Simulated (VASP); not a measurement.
Crystal: ReP.

```xyz
2
Lattice="0.0000 2.4580 2.4580 2.4580 0.0000 2.4580 2.4580 2.4580 0.0000" Properties=species:S:1:pos:R:3 pbc="T T T"
Re    2.4580    2.4580    2.4580
P     0.0000    0.0000    0.0000
```

Base run:

* Program: VASP 6.6.1
* Functional: LDA
* Potentials or basis: VASP PAW LDA potentials, release 64 (Re_sv_GW, P)
* Cutoff: 560 eV
* k mesh: 12 × 12 × 12
* Occupations: gaussian, width 0.05 eV
* Spin: no spin polarisation

Its results: band gap on the k mesh zero (bands 10 and 11 overlap by 0.80 eV); pressure -10.2 GPa.

Question: The run is repeated on the same cell with these changes: functional from LDA to PBEsol; potentials or basis from VASP PAW LDA potentials, release 64 (Re_sv_GW, P) to VASP PAW PBE potentials, release 64 (Re_sv_GW, P). What comes out?

Answer: Band gap on the k mesh zero (bands 10 and 11 overlap by 0.81 eV); pressure -7.0 GPa.

Caveats: the cell stands under tension; spin-orbit coupling is left out, which moves the levels of the heavy elements; the PAW data sets were made with another functional, which shifts forces and pressure a little (at least some runs).
